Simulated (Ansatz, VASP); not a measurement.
# Cu: VASP beside Ansatz

```
Cu
1.0
     0.00000    2.07627    2.07627
     2.07627    0.00000    2.07627
     2.07627    2.07627    0.00000
Cu
2
Direct
  0.87500 0.87500 0.87500
  0.12500 0.12500 0.12500
```

Change from the starting cell: volume scaled by 0.5, PAW files.

Alike in both runs: task single point; functional PBEsol; k mesh 14 × 14 × 14; occupations fermi-dirac, width 0.1 eV; no spin polarisation.

```csv
,VASP,Ansatz
version,VASP 6.6.1,Ansatz 0.2.0
potentials or method,"VASP PAW PBE potentials, release 64 (Cu)","PAW with Ansatz's default frozen-core files, scalar-relativistic"
plane-wave cutoff (eV),600,420
valence electrons in the cell,22,38
```

VASP gave:

* pressure (GPa): 252.8

**Question.** Which values does Ansatz return?

**Answer.** Pressure (GPa): 247.7.

VASP's potentials were made for PBE, not for PBEsol. Both programs put the cell under a high pressure, so it lies far from rest at this level. With one functional, cell and mesh, what is left measures potentials, basis and numerics. VASP's potentials hold 22 valence electrons a cell and Ansatz's 38, so a difference there can come from the potentials and not from the codes.

Noted on VASP's run: the cell as given lies far from equilibrium.
